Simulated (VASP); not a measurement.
# Zr2N (P4_2/mnm) in VASP: further runs

Zr2N is run at these levels: r2SCAN; tasks: relaxation of cell and atoms, single point.

All numbers are computed with VASP 6.6.1; they aren't measurements. Logs are shortened: lines on timing, memory, paths and dates and some standing lists are left out, and cuts for length are marked.

**1. The cell of the first run**

It takes space group P4_2/mnm (No. 136, tetragonal). Conventional cell: a = 5.413 Å, b = 5.413 Å, c = 3.308 Å, α = 90.00°, β = 90.00°, γ = 90.00°. Within 3.0 Å of Zr (site symmetry m2m) lie 3 N at 2.27 Å. N (site symmetry mmm) has 6 Zr at 2.27 Å within 3.0 Å.

**2. Relaxation of cell and atoms, r2SCAN**

Input file POSCAR:

```
Zr2N
1.0
    5.4130027300      0.0000000000      0.0000000000
    0.0000000000      5.4130027300      0.0000000000
    0.0000000000      0.0000000000      3.3077891900
Zr N
4 2
Direct
    0.2961254600      0.2961254600      0.0000000000
    0.7038745400      0.7038745400      0.0000000000
    0.7961254600      0.2038745400      0.5000000000
    0.2038745400      0.7961254600      0.5000000000
    0.0000000000      0.0000000000      0.0000000000
    0.5000000000      0.5000000000      0.5000000000
```

Input file INCAR.step1:

```
SYSTEM = Zr2N
PREC = Accurate
ENCUT = 600
ISMEAR = 0
SIGMA = 0.1
LREAL = .False.
LASPH = .True.
NELM = 80
GGA = PE
ALGO = Normal
EDIFF = 1E-4
LWAVE = .True.
LCHARG = .False.
```

Input file INCAR.step2:

```
SYSTEM = Zr2N
PREC = Accurate
ENCUT = 600
EDIFF = 1E-6
ISMEAR = 0
SIGMA = 0.1
LREAL = .False.
LASPH = .True.
NELM = 80
ALGO = Normal
ISIF = 3
LWAVE = .False.
LCHARG = .False.
METAGGA = R2SCAN
LMIXTAU = .True.
IBRION = 2
NSW = 80
EDIFFG = -0.01
ISTART = 1
```

Input file KPOINTS:

```
Automatic mesh
0
Gamma
  1 1 2
  0 0 0
```

Potentials or basis: VASP PAW PBE potentials, release 64 (Zr_sv, N).

Started as:

```
cat potpaw_PBE.64/Zr_sv/POTCAR potpaw_PBE.64/N/POTCAR > POTCAR
cp INCAR.step1 INCAR
mpirun -np 1 vasp_std > vasp.out
cp INCAR.step2 INCAR
mpirun -np 1 vasp_std > vasp.out
```

OUTCAR:

```text
SYSTEM = Zr2N
   PREC = Accurate
   ENCUT = 600
   EDIFF = 1E-6
   ISMEAR = 0
   LREAL = .False.
   LASPH = .True.
   NELM = 80
   ISIF = 3
   METAGGA = R2SCAN
   IBRION = 2
   NSW = 80
   EDIFFG = -0.01
   ISTART = 1

 ion  position               nearest neighbor table
   1  0.296  0.296  0.000-   5 2.27   6 2.27   6 2.27   2 3.12   4 3.21   3 3.21   4 3.21   3 3.21
                             4 3.21   4 3.21   3 3.21   3 3.21   2 3.89   2 3.89
   2  0.704  0.704  0.000-   5 2.27   6 2.27   6 2.27   1 3.12   4 3.21   3 3.21   4 3.21   3 3.21
                             3 3.21   3 3.21   4 3.21   4 3.21   1 3.89   1 3.89
   3  0.796  0.204  0.500-   6 2.27   5 2.27   5 2.27   4 3.12   1 3.21   1 3.21   2 3.21   2 3.21
                             2 3.21   2 3.21   1 3.21   1 3.21   4 3.89   4 3.89
   4  0.204  0.796  0.500-   6 2.27   5 2.27   5 2.27   3 3.12   1 3.21   1 3.21   2 3.21   2 3.21
                             1 3.21   1 3.21   2 3.21   2 3.21   3 3.89   3 3.89
   5  0.000  0.000  0.000-   1 2.27   2 2.27   3 2.27   4 2.27   3 2.27   4 2.27
   6  0.500  0.500  0.500-   3 2.27   4 2.27   1 2.27   2 2.27   1 2.27   2 2.27

  LATTYP: Found a simple tetragonal cell.
 ALAT       =     5.4130027300
 C/A-ratio  =     0.6110821211

  Lattice vectors:

 A1 = (   5.4130027300,   0.0000000000,   0.0000000000)
 A2 = (   0.0000000000,   5.4130027300,   0.0000000000)
 A3 = (   0.0000000000,   0.0000000000,   3.3077891900)

Analysis of symmetry for initial positions (statically):
=====================================================================
 Subroutine PRICEL returns:
 Original cell was already a primitive cell.

 Routine SETGRP: Setting up the symmetry group for a
 simple tetragonal supercell.

 Subroutine GETGRP returns: Found 16 space group operations
 (whereof  8 operations were pure point group operations)
 out of a pool of 16 trial point group operations.

The static configuration has the point symmetry D_2h.
 The point group associated with its full space group is D_4h.

Analysis of symmetry for dynamics (positions and initial velocities):
=====================================================================
 Subroutine PRICEL returns:
 Original cell was already a primitive cell.

 Routine SETGRP: Setting up the symmetry group for a
 simple tetragonal supercell.

 Subroutine GETGRP returns: Found 16 space group operations
 (whereof  8 operations were pure point group operations)
 out of a pool of 16 trial point group operations.

The dynamic configuration has the point symmetry D_2h.
 The point group associated with its full space group is D_4h.

 Subroutine INISYM returns: Found 16 space group operations
 (whereof  8 operations are pure point group operations),
 and found     1 'primitive' translations

----------------------------------------------------------------------------------------

                                     Primitive cell

  volume of cell :      96.9202

  direct lattice vectors                    reciprocal lattice vectors
     5.413002730  0.000000000  0.000000000     0.184740347  0.000000000  0.000000000
     0.000000000  5.413002730  0.000000000     0.000000000  0.184740347  0.000000000
     0.000000000  0.000000000  3.307789190     0.000000000  0.000000000  0.302316727

  length of vectors
     5.413002730  5.413002730  3.307789190     0.184740347  0.184740347  0.302316727

  position of ions in fractional coordinates (direct lattice)
     0.296125460  0.296125460  0.000000000
     0.703874540  0.703874540  0.000000000
     0.796125460  0.203874540  0.500000000
     0.203874540  0.796125460  0.500000000
     0.000000000  0.000000000  0.000000000
     0.500000000  0.500000000  0.500000000

  ion indices of the primitive-cell ions
   primitive index   ion index
                 1           1
                 2           2
                 3           3
                 4           4
                 5           5
                 6           6

----------------------------------------------------------------------------------------

 KPOINTS: Automatic mesh

Automatic generation of k-mesh.
 Grid dimensions read from file:
 generate k-points for:    1    1    2

 Generating k-lattice:

  Cartesian coordinates                     Fractional coordinates (reciprocal lattice)
     0.184740347  0.000000000  0.000000000     1.000000000  0.000000000  0.000000000
     0.000000000  0.184740347  0.000000000     0.000000000  1.000000000  0.000000000
     0.000000000  0.000000000  0.151158363     0.000000000  0.000000000  0.500000000

  Length of vectors
     0.184740347  0.184740347  0.151158363

  Shift w.r.t. Gamma in fractional coordinates (k-lattice)
     0.000000000  0.000000000  0.000000000

 Subroutine IBZKPT returns following result:
 ===========================================

 Found      2 irreducible k-points:

 Following reciprocal coordinates:
            Coordinates               Weight
  0.000000  0.000000  0.000000      1.000000
  0.000000  0.000000  0.500000      1.000000
   k-points           NKPTS =      2   k-points in BZ     NKDIM =      2   number of bands    NBANDS=     34
   number of dos      NEDOS =    301   number of ions     NIONS =      6
   total plane-waves  NPLWV =  64512
   dimension x,y,z NGX =    48 NGY =   48 NGZ =   28
   dimension x,y,z NGXF=    96 NGYF=   96 NGZF=   56
   ions per type =               4   2
   NGX,Y,Z   is equivalent  to a cutoff of  14.74, 14.74, 14.07 a.u.
   NGXF,Y,Z  is equivalent  to a cutoff of  29.48, 29.48, 28.14 a.u.
 SYSTEM =  Zr2N
   PREC   = accura    normal or accurate (medium, high low for compatibility)
   ISTART =      1    job   : 0-new  1-cont  2-samecut
   ICHARG =      0    charge: 1-file 2-atom 10-const
   ISPIN  =      1    spin polarized calculation?
   LNONCOLLINEAR =      F non collinear calculations
   LSORBIT =      F    spin-orbit coupling
   LASPH  =      T    aspherical Exc in radial PAW
   ENCUT  =  600.0 eV  44.10 Ry    6.64 a.u.  10.81 10.81  6.61*2*pi/ulx,y,z
   NELM   =     80;   NELMIN=  2; NELMDL=  0     # of ELM steps
   EDIFF  = 0.1E-05   stopping-criterion for ELM
   LREAL  =      F    real-space projection
   EDIFFG = -.1E-01   stopping-criterion for IOM
   NSW    =     80    number of steps for IOM
   IBRION =      2    ionic relax: 0-MD 1-quasi-New 2-CG
   NFREE  =      1    steps in history (QN), initial steepest desc. (CG)
   ISIF   =      3    stress and relaxation
   ISYM   =      2    0-nonsym 1-usesym 2-fastsym
   POTIM  = 0.5000    time-step for ionic-motion
   TEBEG  =    0.0;   TEEND  =   0.0 temperature during run
   PSTRESS=    0.0 pullay stress
   NELECT =      58.0000    total number of electrons
   NUPDOWN=      -1.0000    fix difference up-down
   EMIN   =  10.00;   EMAX   =-10.00  energy-range for DOS
   EFERMI =   0.00;   METHOD = LEGACY
   ISMEAR =     0;   SIGMA  =   0.10  broadening in eV -4-tet -1-fermi 0-gaus
   EFERMI_NEDOS =   21; number of points for ismear=-14 and -15
   IALGO  =     38    algorithm
   IMIX   =      4    mixing-type and parameters
     AMIX     =   0.40;   BMIX     =  1.00
     AMIX_MAG =   1.60;   BMIX_MAG =  1.00
  volume/ion in A,a.u.               =      16.15       109.01
  Fermi-wavevector in a.u.,A,eV,Ry     =   1.379577  2.607023 25.895066  1.903234
  Thomas-Fermi vector in A             =   2.504534
   LORBIT       =      0    0 simple, 1 ext, 2 COOP (PROOUT), +10 PAW based schemes
   METAGGA = R2SCAN    functional components
   LHFCALC =     F    Hartree Fock is set to
   AEXX    =    0.0000 exact exchange contribution
   IVDW    =     0    specifies the selected vdW correction
   LEPSILON=     F    determine dielectric tensor
   LRPA    =     F    only Hartree local field effects (RPA)
 conjugate gradient relaxation of ions
 non-spin polarized calculation
 Gauss-broadening in eV      SIGMA  =   0.10
  energy-cutoff  :      600.00
  volume of cell :       96.92
 maximum number of plane-waves:      3265
 NGX is ok and might be reduce to    42
   NGX = 21   NGY = 21   NGZ = 13

--------------------------------------- Ionic step        1  -------------------------------------------

 number of electron      58.0000001 magnetization

 Free energy of the ion-electron system (eV)
  ---------------------------------------------------
  ext. energy  EPLUGINS =         0.00000000
  ---------------------------------------------------
  free energy    TOTEN  =      -117.62008717 eV

  energy without entropy =     -117.60945407  energy(sigma->0) =     -117.61477062

------------------------ aborting loop because EDIFF is reached ----------------------------------------

  FORCE on cell =-STRESS in cart. coord.  units (eV):
  Direction    XX          YY          ZZ          XY          YZ          ZX
  --------------------------------------------------------------------------------------
  -------------------------------------------------------------------------------------
  Total        4.4701651      4.4701651     -3.8986325      0.0000000      0.0000000      0.0000000
  in kB       73.8958122     73.8958122    -64.4478699      0.0000000      0.0000000      0.0000000
  external PRESSURE =      27.7812515 kB  Pullay stress =       0.0000000 kB
[... 101 lines left out ...]
  FREE ENERGIE OF THE ION-ELECTRON SYSTEM (eV)
  ---------------------------------------------------
  free  energy   TOTEN  =      -117.8850248507 eV

  energy  without entropy=     -117.8723577576  energy(sigma->0) =     -117.87869130

 E-fermi :  10.3642     XC(G=0): -12.5091

 val. band max:        9.9859119268   @ k =   0.0000   0.0000   0.0000
 cond. band min:      10.7512847722   @ k =   0.0000   0.0000   0.0000
 fundamental gap:      0.7653728455
 Fermi energy:        10.3642121481

 k-point     1 :       0.0000    0.0000    0.0000
  band No.  band energies     occupation
      1     -40.6687      2.00000
      2     -40.5030      2.00000
      3     -40.4907      2.00000
      4     -40.4907      2.00000
      5     -19.0615      2.00000
      6     -18.2551      2.00000
[... 26 lines left out ...]
     33      11.9720      0.00000
     34      11.9720      0.00000

 k-point     2 :       0.0000    0.0000    0.5000
  band No.  band energies     occupation
      1     -40.5141      2.00000
      2     -40.5141      2.00000
      3     -40.4230      2.00000
      4     -40.4230      2.00000
      5     -18.6255      2.00000
      6     -18.6255      2.00000
[... 26 lines left out ...]
     33      13.5340      0.00000
     34      13.5340      0.00000

[... ionic steps 4 to 15 ...]

--------------------------------------- Ionic step       16  -------------------------------------------

 number of electron      58.0000001 magnetization

------------------------ aborting loop because EDIFF is reached ----------------------------------------
[... 75 lines left out ...]
--------------------------------------- Ionic step       18  -------------------------------------------

 number of electron      58.0000001 magnetization

 Free energy of the ion-electron system (eV)
  ---------------------------------------------------
  ext. energy  EPLUGINS =         0.00000000
  ---------------------------------------------------
  free energy    TOTEN  =      -118.30354328 eV

  energy without entropy =     -118.30354318  energy(sigma->0) =     -118.30354323

 E-fermi :   9.8238     XC(G=0): -12.2692

 val. band max:        9.4597765675   @ k =   0.0000   0.0000   0.0000
 cond. band min:      10.1969452665   @ k =   0.0000   0.0000   0.0000
 fundamental gap:      0.7371686989
 Fermi energy:         9.8238185581

 k-point     1 :       0.0000    0.0000    0.0000
  band No.  band energies     occupation
      1     -41.3166      2.00000
      2     -41.1817      2.00000
      3     -41.1674      2.00000
      4     -41.1674      2.00000
      5     -19.5429      2.00000
      6     -18.8660      2.00000
[... 26 lines left out ...]
     33      11.3600      0.00000
     34      11.3600      0.00000

 k-point     2 :       0.0000    0.0000    0.5000
  band No.  band energies     occupation
      1     -41.1910      2.00000
      2     -41.1910      2.00000
      3     -41.1124      2.00000
      4     -41.1124      2.00000
      5     -19.1543      2.00000
      6     -19.1543      2.00000
[... 59 lines left out ...]
  FREE ENERGIE OF THE ION-ELECTRON SYSTEM (eV)
  ---------------------------------------------------
  free  energy   TOTEN  =      -118.3035432804 eV

  energy  without entropy=     -118.3035431802  energy(sigma->0) =     -118.30354323

 reached required accuracy - stopping structural energy minimisation
```

Wall time 9.6 min (1 thread of AMD EPYC 9R45 (Zen 5), shared host); peak memory 0.23 GiB.

Results:

* Free energy: -118.3035 eV
* Relaxed volume: 16.90 Å³/atom
* Relaxed cell: a = 5.628 Å, b = 5.628 Å, c = 3.202 Å, α = 90.00°, β = 90.00°, γ = 90.00°
* Space group after relaxing (to 0.05 Å): P4_2/mnm (No. 136)
* Energy gained by relaxing: 113.9 meV/atom
* Ionic steps: 18
* Pressure after relaxing: 0.0 GPa
* Largest force after relaxing: 0.006 eV/Å
* Band gap on the k mesh: zero (band 29 reaches 10.20 eV, above the bottom of band 30 at 8.06 eV)

Forces on the atoms (eV/Å):
```
Zr  -0.004 -0.004  0.000
Zr   0.004  0.004  0.000
Zr  -0.004  0.004  0.000
Zr   0.004 -0.004  0.000
N    0.000  0.000  0.000
N    0.000  0.000  0.000
```

Step by step:
| step | energy change (eV) | largest force (eV/Å) | pressure (GPa) | volume (Å³) |
| --- | --- | --- | --- | --- |
| 1 | 0.0000 | 1.0640 | 2.78 | 96.92 |
| 2 | -0.2569 | 0.5049 | -3.46 | 100.75 |
| 3 | -0.2649 | 0.4046 | -2.81 | 100.20 |
| 4 | -0.2653 | 0.4040 | -2.67 | 100.08 |
| 5 | -0.2961 | 0.8905 | 4.52 | 96.87 |
| 6 | -0.2963 | 0.9725 | 4.96 | 96.69 |
| 7 | -0.3180 | 1.2955 | 5.86 | 96.38 |
| 8 | -0.3900 | 1.2050 | 8.76 | 95.46 |
| 9 | -0.3323 | 0.2821 | 15.82 | 93.65 |
| 10 | -0.4069 | 0.8075 | 10.75 | 94.91 |
| 11 | -0.4487 | 0.5126 | 10.80 | 95.13 |
| 12 | -0.4989 | 0.4245 | 11.27 | 95.81 |
| 13 | -0.5649 | 0.3381 | 8.86 | 96.88 |
| 14 | -0.6746 | 0.0910 | 2.29 | 100.15 |
| 15 | -0.6834 | 0.0054 | 0.11 | 101.36 |
| 16 | -0.6834 | 0.0024 | -0.08 | 101.47 |
| 17 | -0.6834 | 0.0003 | -0.06 | 101.46 |
| 18 | -0.6835 | 0.0058 | 0.03 | 101.42 |

Final structure:
```
Zr N
1.0
     5.62780    0.00000    0.00000
     0.00000    5.62780    0.00000
     0.00000    0.00000    3.20204
Zr N
4 2
Direct
  0.31642 0.31642 0.00000
  0.68358 0.68358 0.00000
  0.81642 0.18358 0.50000
  0.18358 0.81642 0.50000
  0.00000 0.00000 0.00000
  0.50000 0.50000 0.50000
```

Caveat: the k points lie up to 1.12 Å⁻¹ apart in the final cell; the PAW data sets were made with another functional, which shifts forces and pressure a little.

**3. Single point, r2SCAN**

Input file POSCAR:

```
Zr2N
1.0
    5.4101384045      0.0000000000      0.0000000000
    0.0000000000      5.4101384045      0.0000000000
    0.0000000000      0.0000000000      3.3095929500
Zr N
4 2
Direct
    0.2975630469      0.2975630469      0.0000000000
    0.7024369531      0.7024369531      0.0000000000
    0.7975630469      0.2024369531      0.5000000000
    0.2024369531      0.7975630469      0.5000000000
    0.0000000000      0.0000000000      0.0000000000
    0.5000000000      0.5000000000      0.5000000000
```

Input file INCAR.step1:

```
PREC = Accurate
ENCUT = 520
ISMEAR = 0
SIGMA = 0.1
LREAL = False
LASPH = True
NELM = 80
NBANDS = 38
GGA = PE
ALGO = Normal
EDIFF = 1E-4
LWAVE = True
LCHARG = False
```

Input file INCAR.step2:

```
PREC = Accurate
ENCUT = 520
EDIFF = 1E-6
ISMEAR = 0
SIGMA = 0.1
LREAL = False
LASPH = True
NELM = 80
ALGO = Normal
ISIF = 2
LWAVE = False
LCHARG = False
METAGGA = R2SCAN
LMIXTAU = True
NBANDS = 38
ISTART = 1
```

Input file KPOINTS:

```
Automatic mesh
0
Gamma
  4 4 4
```

Potentials or basis: VASP PAW PBE potentials, release 64 (Zr_sv, N).

Started as:

```
cat potpaw_PBE.64/Zr_sv/POTCAR potpaw_PBE.64/N/POTCAR > POTCAR
cp INCAR.step1 INCAR
mpirun -np 1 vasp_std > vasp.out
cp INCAR.step2 INCAR
mpirun -np 1 vasp_std > vasp.out
```

Run time: 2.1 min. Hardware: 1 thread of AMD EPYC 9R45 (Zen 5), shared host; peak memory 0.2 GiB.

It converged, with:

* Free energy: -117.7033 eV
* Pressure: 0.1 GPa
* Largest force: 0.008 eV/Å
* Band gap on the k mesh: zero (band 29 reaches 11.25 eV, above the bottom of band 30 at 8.61 eV)

Forces in eV/Å, atoms in the order of the input:
```
Zr  -0.005 -0.005  0.000
Zr   0.005  0.005  0.000
Zr  -0.005  0.005  0.000
Zr   0.005 -0.005  0.000
N    0.000  0.000  0.000
N    0.000  0.000  0.000
```

Levels at points of the mesh, in eV from the Fermi level:
| k point | band 25 | band 26 | band 27 | band 28 | band 29 | band 30 | band 31 | band 32 | band 33 | band 34 |
| --- | --- | --- | --- | --- | --- | --- | --- | --- | --- | --- |
| (0.00, 0.00, 0.00) | -3.59 | -2.03 | 0.04 | 0.80 | 0.86 | 1.03 | 1.03 | 1.42 | 1.55 | 1.55 |
| (0.50, 0.00, 0.00) | -2.17 | -2.17 | -1.04 | -1.04 | 1.46 | 1.46 | 1.63 | 1.63 | 1.87 | 1.87 |
| (0.50, 0.50, 0.00) | -1.70 | -1.70 | -1.08 | -1.08 | 0.96 | 0.96 | 1.48 | 1.48 | 1.73 | 1.73 |
| (0.00, 0.00, 0.50) | -1.37 | -1.37 | -1.22 | -1.22 | -1.18 | -1.18 | 2.05 | 2.05 | 3.28 | 3.28 |
| (0.50, 0.00, 0.50) | -1.82 | -1.82 | -1.03 | -1.03 | -0.91 | -0.91 | 1.58 | 1.58 | 3.51 | 3.51 |
| (0.50, 0.50, 0.50) | -1.63 | -1.63 | -0.79 | -0.79 | -0.43 | -0.43 | 1.10 | 1.10 | 2.59 | 2.59 |

Caveat: the k points lie up to 0.47 Å⁻¹ apart; the PAW data sets were made with another functional, which shifts forces and pressure a little.
